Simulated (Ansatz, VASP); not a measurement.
## Two plane-wave programs on AlN

File INCAR:

```
SYSTEM = AlN
ALGO = Normal
EDIFF = 1E-7
ENCUT = 520
GGA = PE
ISIF = 2
ISMEAR = -1
LASPH = .True.
LCHARG = .False.
LREAL = .False.
LWAVE = .False.
NBANDS = 11
NELM = 60
PREC = Accurate
SIGMA = 0.08
```

Contents of KPOINTS:

```
k-points
0
Gamma
  17 17 17
  0 0 0
```

The input POSCAR:

```
AlN
1.0
    0.0000000000      1.8972050432      1.8972050432
    1.8972050432      0.0000000000      1.8972050432
    1.8972050432      1.8972050432      0.0000000000
Al N
1 1
Direct
    0.0000000000      0.0000000000      0.0000000000
    0.2500000000      0.2500000000      0.2500000000
```

Input for Ansatz:

```yaml
crystal:
  lattice:
    - [0.0, 1.8972050432, 1.8972050432]
    - [1.8972050432, 0.0, 1.8972050432]
    - [1.8972050432, 1.8972050432, 0.0]
  atoms:
    - { symbol: Al, position: [0.0, 0.0, 0.0] }
    - { symbol: "N", position: [0.25, 0.25, 0.25] }
kpoints:
  mp_grid: { grid: [17, 17, 17] }
scf:
  occupations: { method: fermi_dirac, width: 0.08 }
hamiltonian:
  xc: pbe
  pseudopotentials: { kind: paw }
output:
  forces: true
  stress: true
  eigenvalues: true
  populations: true
  write_density: true
  write_potential: true
  elf: true
  volumetric_format: npy
```

Change from the starting cell: volume scaled by 0.64, PAW files.

Alike in both runs: task single point; functional PBE; k mesh 17 × 17 × 17; occupations fermi-dirac, width 0.08 eV; no spin polarisation.

|  | VASP | Ansatz |
| --- | --- | --- |
| version | VASP 6.6.1 | Ansatz 0.2.0 |
| potentials or method | VASP PAW PBE potentials, release 64 (Al, N) | PAW with Ansatz's default frozen-core files, scalar-relativistic |
| plane-wave cutoff (eV) | 520 | 420 |
| valence electrons in the cell | 8 | 8 |

|  | VASP | Ansatz | Ansatz less VASP |
| --- | --- | --- | --- |
| gap on the k mesh at the Fermi level (eV) | 3.45 | 3.47 | +0.024 |
| pressure (GPa) | 203.3 | 200.4 | -2.90 |

Both programs put the cell under a high pressure, so it lies far from rest at this level.

Noted on VASP's run: the cell as given lies far from equilibrium.
